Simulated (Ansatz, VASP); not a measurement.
One calculation of Be3Bi2, two programs

```
Be Bi
1.0
     5.00298    0.00000    0.00000
    -2.50149    4.33271    0.00000
     0.00000    0.00000    5.36368
Be Bi
3 2
Direct
  0.33333 0.66667 0.50000
  0.66667 0.33333 0.50000
  0.00000 0.00000 0.50000
  0.33333 0.66667 0.00000
  0.66667 0.33333 0.00000
```

Alike in both runs: functional PBE; k mesh 12 × 12 × 8; occupations gaussian, width 0.1 eV; no spin polarisation.

Ansatz relaxed the structure, and its values are those at the end. VASP's run is a single point on that final structure, the one shown.

|  | VASP | Ansatz |
| --- | --- | --- |
| version | VASP 6.6.1 | Ansatz 0.2.0 |
| potentials or method | VASP PAW PBE potentials, release 64 (Be, Bi_d), cutoff 520 eV | scalar-relativistic, plane waves, PAW |
| valence electrons in the cell | 36 | 36 |

|  | VASP | Ansatz | Ansatz less VASP |
| --- | --- | --- | --- |
| gap on the k mesh at the Fermi level (eV) | none | none | - |
| pressure (GPa) | 0.0 | 0.0 | +0.04 |

A gap of «none» marks a metal or a gap that the smearing closes.

Spin-orbit coupling is off throughout.
